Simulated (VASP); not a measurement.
Runs of VASP 6.6.1 on Te. The structure is that of space group P3_121 (No. 152), or close to it. The cells are those of the table. 

| task | cell | pressure (GPa) | largest force (eV/Å) |
| --- | --- | --- | --- |
| electric field gradients | a = 4.398, b = 4.398, c = 5.845 Å, angles 90.0, 90.0, 120.0°, 3 atoms | 2.1 | 0.82 |
| single point | a = 4.488, b = 4.488, c = 5.964 Å, angles 90.0, 90.0, 120.0°, 3 atoms | -1.1 | (a) |
| single point | a = 4.398, b = 4.398, c = 5.845 Å, angles 90.0, 90.0, 120.0°, 3 atoms | 2.1 | 0.82 |
| single point | a = 4.443, b = 4.443, c = 5.905 Å, angles 90.0, 90.0, 120.0°, 3 atoms | 0.4 | 0.59 |
| electric field gradients | a = 4.443, b = 4.443, c = 5.905 Å, angles 90.0, 90.0, 120.0°, 3 atoms | 0.4 | 0.59 |

Alike in all rows: level LDA; potentials or basis VASP PAW LDA potentials, release 64 (Te); no spin polarisation; k mesh 9 × 9 × 6; cutoff (eV) 520; smearing fermi-dirac 0.08 eV.

Task: Estimate the missing entries.

Result: (a) 0.39.
